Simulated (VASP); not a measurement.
Write the native input for VASP 6.6.1 that does the following.

```yaml
Task: single point
Functional: PBE
Dispersion: D3(BJ)
Potentials_or_basis: VASP PAW PBE potentials, release 64 (C)
Cutoff: 520 eV
k_mesh: 15 × 15 × 1
Occupations: gaussian, width 0.1 eV
Spin: no spin polarisation
Dipole_correction: yes
Further_INCAR_settings: ALGO = Normal; EDIFF = 1e-07; NBANDS = 16
```

The structure of C lies in POSCAR:

```
C
1.0
    2.4656524409      0.0000000000      0.0000000000
   -1.2328262205      2.1353176507      0.0000000000
    0.0000000000      0.0000000000     17.5000663885
C
4
Direct
    0.6666666667      0.3333333333      0.2571437784
    0.3333333333      0.6666666667      0.2571418816
    0.6666666667      0.8333333333      0.4405735508
    1.0000000000      0.5000000000      0.4405716540
```

This cell differs from its parent crystal: layers slid over each other.

The input as run:

INCAR

```
SYSTEM = C
ALGO = Normal
DIPOL = 0.5 0.5 0.349
EDIFF = 1E-7
ENCUT = 520
GGA = PE
IDIPOL = 3
ISIF = 2
ISMEAR = 0
IVDW = 12
LASPH = .TRUE.
LCHARG = .FALSE.
LDIPOL = .TRUE.
LREAL = .FALSE.
LWAVE = .FALSE.
NBANDS = 16
NELM = 100
PREC = Accurate
SIGMA = 0.1
```

KPOINTS

```
k-points
0
G
  15 15 1
  0 0 0
```

Potentials or basis: VASP PAW PBE potentials, release 64 (C).

Run with:

```sh
$ cat potpaw_PBE.64/C/POTCAR > POTCAR
$ mpirun -np 1 vasp_std > vasp.out
```

It gave:

The largest force is 0.076 eV/Å and the dispersion energy per atom is -0.124 eV.

Caveat: the cell differs from its parent crystal (layers slid over each other).

Wall time 3.1 min on 1 thread of Intel(R) Xeon(R) Platinum 8375C CPU @ 2.90GHz (Ice Lake) (shared host), peak memory 0.23 GiB.
